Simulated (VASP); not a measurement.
Input of a VASP 6.6.1 run:

File INCAR:

```
SYSTEM = TiGaC6N6
ALGO     = Normal         ! electronic algorithm
EDIFF    = 1E-6           ! SCF threshold, eV
ENCUT    = 520            ! plane-wave cutoff, eV
GGA      = PE             ! functional
ISIF     = 2              ! what is computed and relaxed
ISMEAR   = 0              ! smearing method
ISPIN    = 2              ! spin polarisation
LASPH    = .True.         ! aspherical terms in the spheres
LCHARG   = .True.         ! write CHGCAR
LELF     = .True.         ! ELF
LMAXMIX  = 4              ! l up to which the mixer works
LORBIT   = 11             ! projections on sites
LREAL    = .False.        ! projectors in reciprocal space
LVHAR    = .True.       
LWAVE    = .False.        ! write WAVECAR
MAGMOM   = 1 0 0 0 0 0 0 0 0 0 0 0 0 0 ! initial moments
NBANDS   = 56             ! bands
NELM     = 150            ! most SCF steps
PREC     = Accurate       ! precision mode
SIGMA    = 0.1            ! smearing width, eV
```

Contents of KPOINTS:

```
k-points
0
Gamma
  4 4 4
  0 0 0
```

POSCAR

```
TiGaC6N6
1.0
    0.0000000000      5.0960000000      5.0960000000
    5.0960000000      0.0000000000      5.0960000000
    5.0960000000      5.0960000000      0.0000000000
Ti Ga C N
1 1 6 6
Direct
    0.5000000000      0.5000000000      0.5000000000
    0.0000000000      0.0000000000      0.0000000000
    0.8139717400      0.1860282600      0.1860282600
    0.1860282600      0.8139717400      0.1860282600
    0.1860282600      0.1860282600      0.8139717400
    0.1860282600      0.8139717400      0.8139717400
    0.8139717400      0.1860282600      0.8139717400
    0.8139717400      0.8139717400      0.1860282600
    0.6991758200      0.3008241800      0.3008241800
    0.3008241800      0.6991758200      0.3008241800
    0.3008241800      0.3008241800      0.6991758200
    0.3008241800      0.6991758200      0.6991758200
    0.6991758200      0.3008241800      0.6991758200
    0.6991758200      0.6991758200      0.3008241800
```

Potentials or basis: VASP PAW PBE potentials, release 64 (Ti_sv, Ga_d, C, N).

Launch:

```sh
$ cat potpaw_PBE.64/Ti_sv/POTCAR potpaw_PBE.64/Ga_d/POTCAR potpaw_PBE.64/C/POTCAR potpaw_PBE.64/N/POTCAR > POTCAR
$ mpirun -np 1 vasp_std > vasp.out
```

(1) Predict the net moment.

(2) Predict the site moments.

(3) Estimate the pressure.

(4) Estimate the largest force.

## Answers

(1) 0.96 μB per cell.

(2) Ti +0.60; Ga +0.00; C +0.03; N -0.01 μB.

(3) 11.6 GPa.

(4) 3.521 eV/Å.

Caveat: the cell stands under pressure; forces of over 1 eV/Å act on the atoms, so gaps and moduli don't describe the material at rest.
